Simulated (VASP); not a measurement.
A run of VASP 6.6.1:

The input INCAR:

```
SYSTEM = MgO
ALGO = Normal
EDIFF = 1E-6
ENCUT = 600
GGA = PE
GGA_COMPAT = .FALSE.
ISIF = 2
ISMEAR = 0
LASPH = .TRUE.
LCHARG = .TRUE.
LELF = .TRUE.
LREAL = .FALSE.
LVHAR = .TRUE.
LWAVE = .FALSE.
NBANDS = 11
NELM = 120
PREC = Accurate
SIGMA = 0.05
```

Contents of KPOINTS:

```
k-points
0
G
  10 10 10
  0 0 0
```

The input POSCAR:

```
MgO
1.0
    0.0000000000      2.0916941252      2.0916941252
    2.0916941252      0.0000000000      2.0916941252
    2.0916941252      2.0916941252      0.0000000000
Mg O
1 1
Direct
    0.0266123684      0.0266123684     -0.0266123684
    0.4595716224      0.4595716224      0.5404283776
```

Potentials or basis: VASP PAW PBE potentials, release 64 (Mg, O).

Launch:

```bash
$ cat potpaw_PBE.64/Mg/POTCAR potpaw_PBE.64/O/POTCAR > POTCAR
$ mpirun -np 1 vasp_std > vasp.out
```

Hardware: 1 thread of Intel(R) Xeon(R) Platinum 8259CL CPU @ 2.50GHz (Skylake/Cascade Lake) (shared host).

Q: Estimate the wall time of this run.

A: It took 14 s on 1 thread of Intel(R) Xeon(R) Platinum 8259CL CPU @ 2.50GHz (Skylake/Cascade Lake) (shared host), peak memory 0.15 GiB. Counts: scf iterations 12, k points 102.
